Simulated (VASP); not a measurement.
A run of VASP 6.6.1:

File INCAR:

```
SYSTEM = HfTi3O8
  PREC = Accurate
  ENCUT = 520
  EDIFF = 1E-6
  ISMEAR = 0
  SIGMA = 0.01
  LREAL = .False.
  LASPH = .True.
  NELM = 150
  ALGO = Normal
  ISIF = 2
  LWAVE = .False.
  LCHARG = .True.
  MAGMOM = 0 0 0 0 0 0 0 0 0 0 0 0 0 0 0 0 0 0 0 0 0 0 0 0 0 0 0 0 0 0 0 0 0 0 0 0
  LORBIT = 11
  LSORBIT = .True.
  GGA_COMPAT = .False.
  LORBMOM = .True.
  LMAXMIX = 4
  GGA = PE
  LVHAR = .True.
  NBANDS = 116
  KPAR = 8
```

The input KPOINTS:

```
Automatic mesh
0
Gamma
  6 6 4
  0 0 0
```

The input POSCAR:

```
HfTi3O8
1.0
    3.2798867935     -3.3033057611      0.0000000000
    3.2798867935      3.3033057611      0.0000000000
    0.0000000000      0.0000000000      6.0534624463
Ti O Hf
3 8 1
Direct
    0.5000000000      0.5000000000      0.2446299179
    0.0000000000      0.0000000000      0.0000000000
    0.5000000000      0.5000000000      0.7553700821
    0.1998449353      0.1998449353      0.2365565294
    0.8001550647      0.8001550647      0.2365565294
    0.6946327190      0.3053672810      0.0000000000
    0.3053672810      0.6946327190      0.0000000000
    0.1998449353      0.1998449353      0.7634434706
    0.8001550647      0.8001550647      0.7634434706
    0.6867176150      0.3132823850      0.5000000000
    0.3132823850      0.6867176150      0.5000000000
    0.0000000000      0.0000000000      0.5000000000
```

Potentials or basis: VASP PAW PBE potentials, release 64 (Ti_sv, O, Hf_pv).

Run with:

```bash
$ cat potpaw_PBE.64/Ti_sv/POTCAR potpaw_PBE.64/O/POTCAR potpaw_PBE.64/Hf_pv/POTCAR > POTCAR
$ mpirun -np 8 vasp_ncl > vasp.out
```

Hardware: 8 MPI ranks on AMD EPYC 7R43 64-Core Processor (Zen 3), on a shared host.

Problem. Estimate the wall time of this run.

Solution. Wall time 4.7 min on 8 MPI ranks on AMD EPYC 7R43 64-Core Processor (Zen 3), on a shared host, peak memory 1 GiB a rank. Counts: scf iterations 16, k points 39.
